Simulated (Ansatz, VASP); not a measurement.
# SnO2 in VASP and in Ansatz

INCAR

```
SYSTEM = SnO2
  PREC = Accurate
  ENCUT = 520
  EDIFF = 1E-6
  ISMEAR = 0
  SIGMA = 0.05
  LREAL = .FALSE.
  LASPH = .TRUE.
  NELM = 60
  ALGO = Normal
  ISIF = 2
  LWAVE = .FALSE.
  LCHARG = .FALSE.
  GGA = PE
  IVDW = 12
  NBANDS = 35
```

The input KPOINTS:

```
Automatic mesh
0
G
  12 12 4
  0 0 0
```

Contents of POSCAR:

```
SnO2
1.0
    3.2649193715      0.0000000000      0.0000000000
   -1.6324596857      2.8275031170      0.0000000000
    0.0000000000      0.0000000000     10.5092995661
Sn O
2 4
Direct
   -0.1949774738      0.0000000000      0.5000000000
    0.1949774738      0.0000000000      0.0000000000
    0.4692382690      0.3333333333      0.4018520904
    0.8640950643      0.3333333333      0.0981479096
    0.1359049357      0.6666666667      0.5981479096
    0.5307617310      0.6666666667      0.9018520904
```

Input for Ansatz:

```yaml
crystal:
  lattice:
    - [3.2649193715, 0.0, 0.0]
    - [-1.6324596857, 2.827503117, 0.0]
    - [0.0, 0.0, 10.5092995661]
  atoms:
    - { symbol: Sn, position: [-0.1949774738, 0.0, 0.5] }
    - { symbol: Sn, position: [0.1949774738, 0.0, 0.0] }
    - { symbol: O, position: [0.469238269, 0.3333333333, 0.4018520904] }
    - { symbol: O, position: [0.8640950643, 0.3333333333, 0.0981479096] }
    - { symbol: O, position: [0.1359049357, 0.6666666667, 0.5981479096] }
    - { symbol: O, position: [0.530761731, 0.6666666667, 0.9018520904] }
basis:
  ecutwfc: 520.0
kpoints:
  mp_grid: { grid: [12, 12, 4] }
hamiltonian:
  xc: pbe
  pseudopotentials: { kind: paw, azcp: { folder: soft_1 } }
  dispersion: d3bj
scf:
  occupations: { method: gaussian, width: 0.05 }
output:
  forces: true
  stress: true
  eigenvalues: true
```

Change from the starting cell: mode 1 frozen in at -0.634 Å, equal normal strain along x, y and z +0.0167.

Alike in both runs: task single point; functional PBE; dispersion D3(BJ); k mesh 12 × 12 × 4; occupations gaussian, width 0.05 eV; no spin polarisation.

```csv
,VASP,Ansatz
version,VASP 6.6.1,Ansatz 0.2.0
potentials or method,"VASP PAW PBE potentials, release 64 (Sn_d, O), cutoff 520 eV","scalar-relativistic, plane waves, PAW"
valence electrons in the cell,52,52
```

```tsv
	VASP	Ansatz	Ansatz less VASP
gap on the k mesh at the Fermi level (eV)	1.88	1.90	+0.022
least direct gap on the mesh (eV)	2.14	2.15	+0.016
pressure (GPa)	-5.7	-6.2	-0.48
traceless stress, the component that is largest in VASP (GPa)	1.32	1.61	+0.299
rms of the force components (eV/Å)	0.198	0.221	+0.0236
```

Atom by atom the forces differ by 0.024 eV/Å (rms over components).
